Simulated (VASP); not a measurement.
Write the native input for VASP 6.6.1 that does the following.

```
Task                   : single point
Functional             : revPBE
Dispersion             : D4
Potentials or basis    : VASP PAW PBE potentials, release 64 (Al)
Cutoff                 : 520 eV
k mesh                 : 11 × 11 × 11
Occupations            : fermi-dirac, width 0.1 eV
Spin                   : collinear spin, zero start
Starting moments       : [0.0] μB
Fixed moment           : 0 μB
Dipole correction      : no
Further INCAR settings : ALGO = Normal; EDIFF = 1e-07; NBANDS = 12
```

The structure of Al lies in POSCAR:

```
Al
1.0
    0.0000000000      1.9974394157      1.9974394157
    1.9974394157      0.0000000000      1.9974394157
    1.9974394157      1.9974394157      0.0000000000
Al
1
Direct
    0.0000000000      0.0000000000      0.0000000000
```

One way to write it, as run:

INCAR

```
SYSTEM = Al
ALGO     = Normal         ! electronic algorithm
EDIFF    = 1E-7           ! SCF threshold, eV
ENCUT    = 520            ! plane-wave cutoff, eV
GGA      = RE             ! functional
ISIF     = 2              ! what is computed and relaxed
ISMEAR   = -1             ! smearing method
ISPIN    = 2              ! spin polarisation
IVDW     = 13             ! dispersion correction
LASPH    = .TRUE.         ! aspherical terms in the spheres
LCHARG   = .TRUE.         ! write CHGCAR
LELF     = .TRUE.         ! ELF
LORBIT   = 11             ! projections on sites
LREAL    = .FALSE.        ! projectors in reciprocal space
LVHAR    = .TRUE.       
LWAVE    = .FALSE.        ! write WAVECAR
MAGMOM   = 0              ! initial moments
NBANDS   = 12             ! bands
NELM     = 150            ! most SCF steps
NUPDOWN  = 0.0            ! fixed moment
PREC     = Accurate       ! precision mode
SIGMA    = 0.1            ! smearing width, eV
```

KPOINTS

```
k-points
0
G
  11 11 11
  0 0 0
```

Potentials or basis: VASP PAW PBE potentials, release 64 (Al).

Command:

```bash
$ cat potpaw_PBE.64/Al/POTCAR > POTCAR
$ mpirun -np 1 vasp_std > vasp.out
```

Results of the run:

```yaml
Pressure: -1.7 GPa
Net_moment: 0.00 μB per cell
Valence_electrons_inside_the_program's_atomic_spheres: Al 0.78
Dispersion_energy_per_atom: -0.584 eV
```

Caveat: the PAW data sets were made with another functional, which shifts forces and pressure a little; the total moment is fixed, so each spin has its own Fermi level.

Wall time 24 s on 1 thread of Intel Xeon 8259CL, on a shared host, peak memory 0.15 GiB.
